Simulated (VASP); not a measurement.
# Rb4As (Pm-3m) in VASP: a series of runs, part 2 of 2

VASP 6.6.1. Earlier steps stand in the parts before.

## (4) Relaxation of cell and atoms, PBE

This run uses another cell than the first one, of 67.23 Å³/atom.

Input file INCAR:

```
ALGO = Fast
EDIFF = 1E-7
EDIFFG = -0.01
ENCUT = 600
GGA = PE
IBRION = 2
ISIF = 3
ISMEAR = 0
LASPH = T
LCHARG = F
LREAL = F
LWAVE = F
NELM = 60
NSW = 100
PREC = Accurate
SIGMA = 0.1
```

Input file KPOINTS:

```
k-points
0
Gamma
  6 6 6
```

Input file POSCAR:

```
Rb4As
1.0
    6.9530810504      0.0000000000      0.0000000000
    0.0000000000      6.9530810504      0.0000000000
    0.0000000000      0.0000000000      6.9530810504
Rb As
4 1
Direct
    0.5000000000      0.5000000000      0.5000000000
    0.0000000000      0.5000000000      0.5000000000
    0.5000000000      0.0000000000      0.5000000000
    0.5000000000      0.5000000000      0.0000000000
    0.0000000000      0.0000000000      0.0000000000
```

Run with:

```bash
$ cat potpaw_PBE.64/Rb_sv/POTCAR potpaw_PBE.64/As/POTCAR > POTCAR
$ mpirun -np 1 vasp_std > vasp.out
```

Wall time 38 min (1 thread of Oxide Virtual Turin-like, shared host); peak memory 0.52 GiB.

Results (log left out):

```
Free energy                           : -5.1764 eV
Relaxed volume                        : 78.47 Å³/atom
Relaxed cell                          : a = 7.321 Å, b = 7.321 Å, c = 7.321 Å, α = 90.00°, β = 90.00°, γ = 90.00°
Space group after relaxing (to 0.1 Å) : Pm-3m (No. 221)
Energy gained by relaxing             : 11.9 meV/atom
Ionic steps                           : 5
Pressure after relaxing               : 0.0 GPa
Band gap on the k mesh                : zero (an odd number of electrons rules out a gap without spin polarisation)
```

The path:
```csv
step,energy change (eV),largest force (eV/Å),pressure (GPa),volume (Å³)
1,0.0000,0.0000,0.39,336.15
2,-0.0177,0.0000,0.31,344.19
3,-0.0511,0.0000,0.13,369.09
4,-0.0461,0.0000,-0.14,422.42
5,-0.0596,0.0000,0.00,392.36
```

Final structure:
```
Rb As
1.0
     7.32087    0.00000    0.00000
     0.00000    7.32087    0.00000
     0.00000    0.00000    7.32087
Rb As
4 1
Direct
  0.50000 0.50000 0.50000
  0.00000 0.50000 0.50000
  0.50000 0.00000 0.50000
  0.50000 0.50000 0.00000
  0.00000 0.00000 0.00000
```

Levels at points of the mesh, in eV from the Fermi level:
```csv
k point,band 18,band 19,band 20,band 21,band 22,band 23,band 24
"(0.00, 0.00, 0.00)",-1.54,-0.09,-0.09,-0.09,1.12,1.12,1.12
"(0.50, 0.00, 0.00)",-1.31,-0.11,-0.11,0.14,0.15,1.20,1.57
"(0.50, 0.50, 0.00)",-0.55,-0.55,-0.55,-0.07,1.08,1.08,1.15
"(0.50, 0.50, 0.50)",-0.29,-0.29,-0.29,0.32,0.44,0.44,0.44
```

Caveat: the volume moved by over 15 % at a fixed basis, so the end points are rough.

## (5) Relaxation of cell and atoms, PBE

This run uses another cell than the first one, of 77.74 Å³/atom.

Input file INCAR:

```
ALGO = Fast ; EDIFF = 1E-6
EDIFFG = -0.01 ; ENCUT = 600
GGA = PE ; IBRION = 2
ISIF = 3 ; ISMEAR = 0
LASPH = T ; LCHARG = F
LREAL = F ; LWAVE = F
NELM = 60 ; NSW = 100
PREC = Accurate ; SIGMA = 0.1
```

KPOINTS is that of step 4.

Changes to POSCAR since step 4:

```diff
@@ -2,5 +2,5 @@
 1.0
-    6.9530810504      0.0000000000      0.0000000000
-    0.0000000000      6.9530810504      0.0000000000
-    0.0000000000      0.0000000000      6.9530810504
+    7.2979509192      0.0000000000      0.0000000000
+    0.0000000000      7.2979509192      0.0000000000
+    0.0000000000      0.0000000000      7.2979509192
 Rb As
```

Potentials or basis: VASP PAW PBE potentials, release 64 (Rb_sv, As).

Run with:

```bash
$ cat potpaw_PBE.64/Rb_sv/POTCAR potpaw_PBE.64/As/POTCAR > POTCAR
$ mpirun -np 1 vasp_std > vasp.out
```

OUTCAR:

```text
EDIFF = 1E-6
   EDIFFG = -0.01
   ENCUT = 600
   GGA = PE
   IBRION = 2
   ISIF = 3
   ISMEAR = 0
   LASPH = T
   LREAL = F
   NELM = 60
   NSW = 100
   PREC = Accurate

 ion  position               nearest neighbor table
   1  0.500  0.500  0.500-   2 3.65   3 3.65   4 3.65   4 3.65   3 3.65   2 3.65
   2  0.000  0.500  0.500-   1 3.65   1 3.65   4 5.16   4 5.16   3 5.16   3 5.16   3 5.16   4 5.16
                             4 5.16   3 5.16
   3  0.500  0.000  0.500-   1 3.65   1 3.65   4 5.16   4 5.16   2 5.16   2 5.16   4 5.16   4 5.16
                             2 5.16   2 5.16
   4  0.500  0.500  0.000-   1 3.65   1 3.65   3 5.16   2 5.16   2 5.16   3 5.16   3 5.16   3 5.16
                             2 5.16   2 5.16
   5  0.000  0.000  0.000-

  LATTYP: Found a simple cubic cell.
 ALAT       =     7.2979509192

  Lattice vectors:

 A1 = (   7.2979509192,   0.0000000000,   0.0000000000)
 A2 = (   0.0000000000,   7.2979509192,   0.0000000000)
 A3 = (   0.0000000000,   0.0000000000,   7.2979509192)

Analysis of symmetry for initial positions (statically):
=====================================================================
 Subroutine PRICEL returns:
 Original cell was already a primitive cell.
[... 178 lines left out ...]
 fundamental gap:      0.0175580196
 Fermi energy:        -0.2292632544

 k-point     1 :       0.0000    0.0000    0.0000
  band No.  band energies     occupation
      1     -30.0871      2.00000
      2     -29.3788      2.00000
      3     -29.3788      2.00000
      4     -29.3755      2.00000
      5     -14.4188      2.00000
      6     -14.4188      2.00000
[... 529 lines left out ...]
     23       0.2096      0.00000
     24       0.2096      0.00000

------------------------ aborting loop because EDIFF is reached ----------------------------------------

  FORCE on cell =-STRESS in cart. coord.  units (eV):
  Direction    XX          YY          ZZ          XY          YZ          ZX
  --------------------------------------------------------------------------------------
  -------------------------------------------------------------------------------------
  Total        0.0348187      0.0348187      0.0348187      0.0000000     -0.0000000     -0.0000000
  in kB        0.1435225      0.1435225      0.1435225      0.0000000     -0.0000000     -0.0000000
  external PRESSURE =       0.1435225 kB  Pullay stress =       0.0000000 kB

 VOLUME and BASIS-vectors are now :
 -----------------------------------------------------------------------------
  energy-cutoff  :      600.00
  volume of cell :      388.69
      direct lattice vectors                 reciprocal lattice vectors
     7.297950919  0.000000000  0.000000000     0.137024764  0.000000000  0.000000000
     0.000000000  7.297950919  0.000000000     0.000000000  0.137024764  0.000000000
     0.000000000  0.000000000  7.297950919     0.000000000  0.000000000  0.137024764

 POSITION                                       TOTAL-FORCE (eV/Angst)
 -----------------------------------------------------------------------------------
      3.64898      3.64898      3.64898         0.000000      0.000000      0.000000
      0.00000      3.64898      3.64898         0.000000      0.000000      0.000000
      3.64898      0.00000      3.64898         0.000000      0.000000      0.000000
      3.64898      3.64898      0.00000         0.000000      0.000000      0.000000
      0.00000      0.00000      0.00000         0.000000      0.000000      0.000000
 -----------------------------------------------------------------------------------
    total drift:                                0.000000      0.000000      0.000000

  FREE ENERGIE OF THE ION-ELECTRON SYSTEM (eV)
  ---------------------------------------------------
  free  energy   TOTEN  =        -5.1766316978 eV

  energy  without entropy=       -5.1283772613  energy(sigma->0) =       -5.15250448

 reached required accuracy - stopping structural energy minimisation
```

OSZICAR:

```text
N       E                     dE             d eps       ncg     rms          rms(c)
DAV:   1     0.335037161191E+03    0.33504E+03   -0.16698E+04   960   0.145E+03
DAV:   2     0.319626855960E+02   -0.30307E+03   -0.30063E+03  1408   0.277E+02
DAV:   3    -0.650624459810E+01   -0.38469E+02   -0.38302E+02  1200   0.977E+01
DAV:   4    -0.807217162437E+01   -0.15659E+01   -0.15524E+01  1408   0.205E+01
[... 16 lines left out ...]
RMM:  21    -0.517662448141E+01   -0.70561E-05   -0.77251E-05   699   0.100E-02    0.340E-03
RMM:  22    -0.517662803545E+01   -0.35540E-05   -0.40043E-05   586   0.745E-03    0.285E-03
RMM:  23    -0.517662997019E+01   -0.19347E-05   -0.21853E-05   584   0.617E-03    0.215E-03
RMM:  24    -0.517663103989E+01   -0.10697E-05   -0.12732E-05   671   0.568E-03    0.625E-04
RMM:  25    -0.517663169785E+01   -0.65796E-06   -0.72711E-06   356   0.389E-03
   1 F= -.51766317E+01 E0= -.51525045E+01  d E =-.517663E+01
```

CONTCAR:

```text
Rb4As
   1.00000000000000
     7.2979509191999998    0.0000000000000000    0.0000000000000000
     0.0000000000000000    7.2979509191999998    0.0000000000000000
     0.0000000000000000    0.0000000000000000    7.2979509191999998
  Rb              As
     4     1
Direct
     0.5000000000000000    0.5000000000000000    0.5000000000000000
     0.0000000000000000    0.5000000000000000    0.5000000000000000
     0.5000000000000000    0.0000000000000000    0.5000000000000000
     0.5000000000000000    0.5000000000000000    0.0000000000000000
     0.0000000000000000    0.0000000000000000    0.0000000000000000

  0.00000000E+00  0.00000000E+00  0.00000000E+00
  0.00000000E+00  0.00000000E+00  0.00000000E+00
  0.00000000E+00  0.00000000E+00  0.00000000E+00
  0.00000000E+00  0.00000000E+00  0.00000000E+00
  0.00000000E+00  0.00000000E+00  0.00000000E+00
```

Wall time 13 min (1 thread of Oxide Virtual Turin-like, shared host); peak memory 0.59 GiB.

What came out:

```yaml
Free_energy: -5.1766 eV
Pressure_after_relaxing: 0.0 GPa
Band_gap_on_the_k_mesh: zero (an odd number of electrons rules out a gap without spin polarisation)
```

Final structure:
```
Rb As
1.0
     7.29795    0.00000    0.00000
     0.00000    7.29795    0.00000
     0.00000    0.00000    7.29795
Rb As
4 1
Direct
  0.50000 0.50000 0.50000
  0.00000 0.50000 0.50000
  0.50000 0.00000 0.50000
  0.50000 0.50000 0.00000
  0.00000 0.00000 0.00000
```

Caveat: the relaxation stopped at its first step, so nothing moved.

## (6) Summary

```tsv
task	cell	k mesh	cutoff (eV)	gap on the mesh (eV)	pressure (GPa)
single point	a = 5.904 Å, 5 atoms	4 × 4 × 4	520	none	3.6
single point	a = 7.298 Å, 5 atoms	6 × 6 × 6	520	none	0.0
relaxation of cell and atoms	relaxed from a = 6.953 Å, 5 atoms	6 × 6 × 6	600	none	0.0
relaxation of cell and atoms	relaxed from a = 7.298 Å, 5 atoms	6 × 6 × 6	600	none	0.0
```

Alike in all rows: level PBE; potentials or basis VASP PAW PBE potentials, release 64 (Rb_sv, As); no spin polarisation; smearing gaussian 0.1 eV.

Caveats: the cell stands under pressure (at least some runs); the volume moved by over 15 % at a fixed basis, so the end points are rough (at least some runs); the relaxation stopped at its first step, so nothing moved (at least some runs).

Total energies depend on the potentials used, so only differences within one code and one set of settings carry meaning.

The gap in the log of VASP goes by the Fermi energy; the results here count the filled bands.